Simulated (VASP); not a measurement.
# Pt (Fm-3m) in VASP: further runs, part 2 of 3

VASP 6.6.1.

## Step 3: Single point, PBE

INCAR reads:

```
SYSTEM = Pt
PREC = Accurate
ENCUT = 520
EDIFF = 1E-7
ISMEAR = 1
SIGMA = 0.01
LREAL = .FALSE.
LASPH = .TRUE.
NELM = 100
ALGO = Normal
ISIF = 2
LWAVE = .FALSE.
LCHARG = .FALSE.
GGA = PE
NBANDS = 11
```

KPOINTS reads:

```
regular mesh
0
G
  14 14 14
  0 0 0
```

POSCAR reads:

```
Pt
1.0
    0.0000000000      1.9857786488      1.9857786488
    1.9857786488      0.0000000000      1.9857786488
    1.9857786488      1.9857786488      0.0000000000
Pt
1
Direct
    0.0000000000      0.0000000000      0.0000000000
```

Potentials or basis: VASP PAW PBE potentials, release 64 (Pt).

Launch:

```
cat potpaw_PBE.64/Pt/POTCAR > POTCAR
mpirun -np 1 vasp_std > vasp.out
```

OUTCAR:

```text
SYSTEM = Pt
   PREC = Accurate
   ENCUT = 520
   EDIFF = 1E-7
   ISMEAR = 1
   LREAL = .FALSE.
   LASPH = .TRUE.
   NELM = 100
   ISIF = 2
   GGA = PE

 ion  position               nearest neighbor table
   1  0.000  0.000  0.000-

  LATTYP: Found a face centered cubic cell.
 ALAT       =     3.9715572976

  Lattice vectors:

 A1 = (   0.0000000000,   1.9857786488,   1.9857786488)
 A2 = (   1.9857786488,   0.0000000000,   1.9857786488)
 A3 = (   1.9857786488,   1.9857786488,   0.0000000000)

Analysis of symmetry for initial positions (statically):
=====================================================================
 Subroutine PRICEL returns:
 Original cell was already a primitive cell.

 Routine SETGRP: Setting up the symmetry group for a
 face centered cubic supercell.

 Subroutine GETGRP returns: Found 48 space group operations
 (whereof 48 operations were pure point group operations)
 out of a pool of 48 trial point group operations.

The static configuration has the point symmetry O_h .

Analysis of symmetry for dynamics (positions and initial velocities):
=====================================================================
 Subroutine PRICEL returns:
 Original cell was already a primitive cell.

 Routine SETGRP: Setting up the symmetry group for a
 face centered cubic supercell.

 Subroutine GETGRP returns: Found 48 space group operations
 (whereof 48 operations were pure point group operations)
 out of a pool of 48 trial point group operations.

The dynamic configuration has the point symmetry O_h .

 Subroutine INISYM returns: Found 48 space group operations
 (whereof 48 operations are pure point group operations),
 and found     1 'primitive' translations

----------------------------------------------------------------------------------------

                                     Primitive cell

  volume of cell :      15.6611

  direct lattice vectors                    reciprocal lattice vectors
     0.000000000  1.985778649  1.985778649    -0.251790400  0.251790400  0.251790400
     1.985778649  0.000000000  1.985778649     0.251790400 -0.251790400  0.251790400
     1.985778649  1.985778649  0.000000000     0.251790400  0.251790400 -0.251790400

  length of vectors
     2.808315097  2.808315097  2.808315097     0.436113765  0.436113765  0.436113765

  position of ions in fractional coordinates (direct lattice)
     0.000000000  0.000000000  0.000000000

  ion indices of the primitive-cell ions
   primitive index   ion index
                 1           1

----------------------------------------------------------------------------------------

 KPOINTS: regular mesh

Automatic generation of k-mesh.
 Grid dimensions read from file:
 generate k-points for:   14   14   14

 Generating k-lattice:

  Cartesian coordinates                     Fractional coordinates (reciprocal lattice)
    -0.017985029  0.017985029  0.017985029     0.071428571  0.000000000  0.000000000
     0.017985029 -0.017985029  0.017985029     0.000000000  0.071428571  0.000000000
     0.017985029  0.017985029 -0.017985029     0.000000000  0.000000000  0.071428571

  Length of vectors
     0.031150983  0.031150983  0.031150983

  Shift w.r.t. Gamma in fractional coordinates (k-lattice)
     0.000000000  0.000000000  0.000000000

 Subroutine IBZKPT returns following result:
 ===========================================

 Found    104 irreducible k-points:

 Following reciprocal coordinates:
            Coordinates               Weight
  0.000000  0.000000  0.000000      1.000000
  0.071429  0.000000  0.000000      8.000000
  0.142857  0.000000  0.000000      8.000000
  0.214286  0.000000  0.000000      8.000000
  0.285714  0.000000  0.000000      8.000000
  0.357143  0.000000  0.000000      8.000000
[... 16 lines left out ...]
  0.214286  0.142857  0.000000     24.000000
  0.285714  0.142857  0.000000     24.000000
 [... further k-points ...]
   k-points           NKPTS =    104   k-points in BZ     NKDIM =    104   number of bands    NBANDS=     11
   number of dos      NEDOS =    301   number of ions     NIONS =      1
   total plane-waves  NPLWV =  13824
   dimension x,y,z NGX =    24 NGY =   24 NGZ =   24
   dimension x,y,z NGXF=    48 NGYF=   48 NGZF=   48
   ions per type =               1
   NGX,Y,Z   is equivalent  to a cutoff of  14.21, 14.21, 14.21 a.u.
   NGXF,Y,Z  is equivalent  to a cutoff of  28.41, 28.41, 28.41 a.u.
 SYSTEM =  Pt
   PREC   = accura    normal or accurate (medium, high low for compatibility)
   ISTART =      0    job   : 0-new  1-cont  2-samecut
   ICHARG =      2    charge: 1-file 2-atom 10-const
   ISPIN  =      1    spin polarized calculation?
   LNONCOLLINEAR =      F non collinear calculations
   LSORBIT =      F    spin-orbit coupling
   LASPH  =      T    aspherical Exc in radial PAW
   ENCUT  =  520.0 eV  38.22 Ry    6.18 a.u.   5.22  5.22  5.22*2*pi/ulx,y,z
   NELM   =    100;   NELMIN=  2; NELMDL= -5     # of ELM steps
   EDIFF  = 0.1E-06   stopping-criterion for ELM
   LREAL  =      F    real-space projection
   EDIFFG = 0.1E-05   stopping-criterion for IOM
   NSW    =      0    number of steps for IOM
   IBRION =     -1    ionic relax: 0-MD 1-quasi-New 2-CG
   NFREE  =      0    steps in history (QN), initial steepest desc. (CG)
   ISIF   =      2    stress and relaxation
   ISYM   =      2    0-nonsym 1-usesym 2-fastsym
   POTIM  = 0.5000    time-step for ionic-motion
   TEBEG  =    0.0;   TEEND  =   0.0 temperature during run
   PSTRESS=    0.0 pullay stress
   NELECT =      10.0000    total number of electrons
   NUPDOWN=      -1.0000    fix difference up-down
   EMIN   =  10.00;   EMAX   =-10.00  energy-range for DOS
   EFERMI =   0.00;   METHOD = LEGACY
   ISMEAR =     1;   SIGMA  =   0.01  broadening in eV -4-tet -1-fermi 0-gaus
   EFERMI_NEDOS =   21; number of points for ismear=-14 and -15
   IALGO  =     38    algorithm
   IMIX   =      4    mixing-type and parameters
     AMIX     =   0.40;   BMIX     =  1.00
     AMIX_MAG =   1.60;   BMIX_MAG =  1.00
  volume/ion in A,a.u.               =      15.66       105.69
  Fermi-wavevector in a.u.,A,eV,Ry     =   1.409724  2.663991 27.039142  1.987321
  Thomas-Fermi vector in A             =   2.531750
   LORBIT       =      0    0 simple, 1 ext, 2 COOP (PROOUT), +10 PAW based schemes
   GGA     = PE    functional components
   LHFCALC =     F    Hartree Fock is set to
   AEXX    =    0.0000 exact exchange contribution
   IVDW    =     0    specifies the selected vdW correction
   LEPSILON=     F    determine dielectric tensor
   LRPA    =     F    only Hartree local field effects (RPA)
 non-spin polarized calculation
 Methfessel and Paxton  Order N= 1 SIGMA  =   0.01
  energy-cutoff  :      520.00
  volume of cell :       15.66
 maximum number of plane-waves:       444
 NGX is ok and might be reduce to    24
   NGX = 11   NGY = 11   NGZ = 11

 number of electron      10.0000002 magnetization

 Free energy of the ion-electron system (eV)
  ---------------------------------------------------
  ext. energy  EPLUGINS =         0.00000000
  ---------------------------------------------------
  free energy    TOTEN  =        -6.10462239 eV

  energy without entropy =       -6.10453838  energy(sigma->0) =       -6.10459439

 E-fermi :  10.5193     XC(G=0): -13.2649

 val. band max:       10.5157360979   @ k =  -0.3571   0.3571   0.1429
 cond. band min:      10.5227098814   @ k =   0.5000   0.3571   0.0714
 fundamental gap:      0.0069737835
 Fermi energy:        10.5192950198

 k-point     1 :       0.0000    0.0000    0.0000
  band No.  band energies     occupation
      1       0.7553      2.00000
      2       6.9883      2.00000
      3       6.9883      2.00000
      4       6.9883      2.00000
      5       9.0139      2.00000
      6       9.0139      2.00000
      7      25.2906      0.00000
      8      30.0462      0.00000
      9      30.0462      0.00000
     10      30.0462      0.00000
     11      35.2553      0.00000

 k-point     2 :       0.0714    0.0000    0.0000
  band No.  band energies     occupation
      1       0.9527      2.00000
      2       6.9040      2.00000
      3       7.0646      2.00000
      4       7.0646      2.00000
      5       8.9731      2.00000
      6       8.9731      2.00000
      7      25.5869      0.00000
      8      29.0198      0.00000
      9      30.3412      0.00000
     10      30.3412      0.00000
     11      36.3137      0.00000
[... 295 lines left out ...]
 k-point    24 :       0.2857    0.1429    0.0000
  band No.  band energies     occupation
      1       3.2135      2.00000
      2       5.9865      2.00000
      3       7.3203      2.00000
      4       7.8626      2.00000
      5       8.9250      2.00000
      6       9.7381      2.00000
      7      24.5310      0.00000
      8      27.7534      0.00000
      9      29.0759      0.00000
     10      30.5461      0.00000
     11      34.2555      0.00000

 [... further k-points ...]
[... 5 lines left out ...]
  --------------------------------------------------------------------------------------
  -------------------------------------------------------------------------------------
  Total       -0.0982297     -0.0982297     -0.0982297      0.0000000      0.0000000      0.0000000
  in kB      -10.0491841    -10.0491841    -10.0491841      0.0000000      0.0000000      0.0000000
  external PRESSURE =     -10.0491841 kB  Pullay stress =       0.0000000 kB

 VOLUME and BASIS-vectors are now :
 -----------------------------------------------------------------------------
  energy-cutoff  :      520.00
  volume of cell :       15.66
      direct lattice vectors                 reciprocal lattice vectors
     0.000000000  1.985778649  1.985778649    -0.251790400  0.251790400  0.251790400
     1.985778649  0.000000000  1.985778649     0.251790400 -0.251790400  0.251790400
     1.985778649  1.985778649  0.000000000     0.251790400  0.251790400 -0.251790400

 POSITION                                       TOTAL-FORCE (eV/Angst)
 -----------------------------------------------------------------------------------
      0.00000      0.00000      0.00000        -0.000000     -0.000000      0.000000
 -----------------------------------------------------------------------------------
    total drift:                               -0.000000      0.000000     -0.000000

  FREE ENERGIE OF THE ION-ELECTRON SYSTEM (eV)
  ---------------------------------------------------
  free  energy   TOTEN  =        -6.1046223904 eV

  energy  without entropy=       -6.1045383845  energy(sigma->0) =       -6.10459439
```

OSZICAR:

```text
N       E                     dE             d eps       ncg     rms          rms(c)
DAV:   1     0.408904050094E+02    0.40890E+02   -0.53307E+03  2344   0.840E+02
DAV:   2    -0.585963664646E+01   -0.46750E+02   -0.44909E+02  2635   0.176E+02
DAV:   3    -0.648253675066E+01   -0.62290E+00   -0.62153E+00  2618   0.195E+01
DAV:   4    -0.648506450682E+01   -0.25278E-02   -0.25275E-02  2618   0.145E+00
DAV:   5    -0.648508530006E+01   -0.20793E-04   -0.20793E-04  2689   0.124E-01    0.115E+01
DAV:   6    -0.614220543317E+01    0.34288E+00   -0.83619E-01  2468   0.715E+00    0.608E+00
DAV:   7    -0.610774014634E+01    0.34465E-01   -0.12910E-01  2612   0.276E+00    0.245E+00
DAV:   8    -0.610476868676E+01    0.29715E-02   -0.40575E-03  2477   0.542E-01    0.511E-01
DAV:   9    -0.610461966881E+01    0.14902E-03   -0.60283E-05  2585   0.701E-02    0.477E-02
DAV:  10    -0.610462251177E+01   -0.28430E-05   -0.25456E-06  2849   0.134E-02    0.349E-03
DAV:  11    -0.610462240359E+01    0.10818E-06   -0.49933E-08  2188   0.189E-03    0.607E-04
DAV:  12    -0.610462239042E+01    0.13175E-07   -0.29553E-09  1315   0.400E-04
   1 F= -.61046224E+01 E0= -.61045944E+01  d E =-.840059E-04
```

stdout:

```text
POSCAR found type information on POSCAR Pt
 POSCAR found :  1 types and       1 ions
 scaLAPACK will be used
 LDA part: xc-table for (Slater+PW92), standard interpolation
 POSCAR, INCAR and KPOINTS ok, starting setup
 FFT: planning ... GRIDC
 FFT: planning ... GRID_SOFT
 FFT: planning ... GRID
 WAVECAR not read
 entering main loop
```

Wall time 7.7 s (1 thread of Intel Xeon 6975P-C, shared host); peak memory 0.15 GiB.

Results:

- Free energy: -6.1046 eV
- Pressure: -1.0 GPa
- Band gap on the k mesh: zero (band 5 reaches 11.01 eV, above the bottom of band 6 at 8.91 eV)

Levels at points of the mesh, in eV from the Fermi level:
```
           k point  band 1  band 2  band 3  band 4  band 5  band 6  band 7  band 8  band 9  band 10
(0.00, 0.00, 0.00)   -9.76   -3.53   -3.53   -3.53   -1.51   -1.51   14.77   19.53   19.53    19.53
(0.50, 0.00, 0.00)   -6.91   -3.59   -3.59   -0.28    0.06    0.06    5.59   14.33   18.75    18.75
(0.50, 0.50, 0.00)   -6.64   -6.20    0.03    0.48    0.48    1.89    8.51   11.31   11.31    19.72
```

Caveat: spin-orbit coupling is left out, which moves the levels of the heavy elements.

## Step 4: Single point, PBE

INCAR reads:

```
ALGO = Normal
EDIFF = 1E-6
ENCUT = 520
GGA = PE
ISIF = 2
ISMEAR = 1
LASPH = T
LCHARG = F
LREAL = F
LWAVE = F
NBANDS = 11
NELM = 100
PREC = Accurate
SIGMA = 0.03
```

KPOINTS reads:

```
k-points
0
Gamma
  14 14 14
```

POSCAR is that of step 3.

Launch:

```
cat potpaw_PBE.64/Pt/POTCAR > POTCAR
mpirun -np 1 vasp_std > vasp.out
```

Run time: 6.7 s. Hardware: 1 thread of Intel Xeon 6975P-C, shared host; peak memory 0.15 GiB.

Results (log left out):

| Quantity | Value |
| --- | --- |
| Free energy | -6.1048 eV |
| Pressure | -1.0 GPa |
| Band gap on the k mesh | zero (band 5 reaches 11.01 eV, above the bottom of band 6 at 8.91 eV) |

Levels at points of the mesh, in eV from the Fermi level:
| k point | band 2 | band 3 | band 4 | band 5 | band 6 | band 7 | band 8 | band 9 |
| --- | --- | --- | --- | --- | --- | --- | --- | --- |
| (0.00, 0.00, 0.00) | -3.53 | -3.53 | -3.53 | -1.51 | -1.51 | 14.77 | 19.52 | 19.52 |
| (0.50, 0.00, 0.00) | -3.59 | -3.59 | -0.29 | 0.06 | 0.06 | 5.59 | 14.33 | 18.75 |
| (0.50, 0.50, 0.00) | -6.20 | 0.03 | 0.48 | 0.48 | 1.89 | 8.51 | 11.31 | 11.31 |

Caveat: spin-orbit coupling is left out, which moves the levels of the heavy elements.

(Continued in part 3 of 3.)
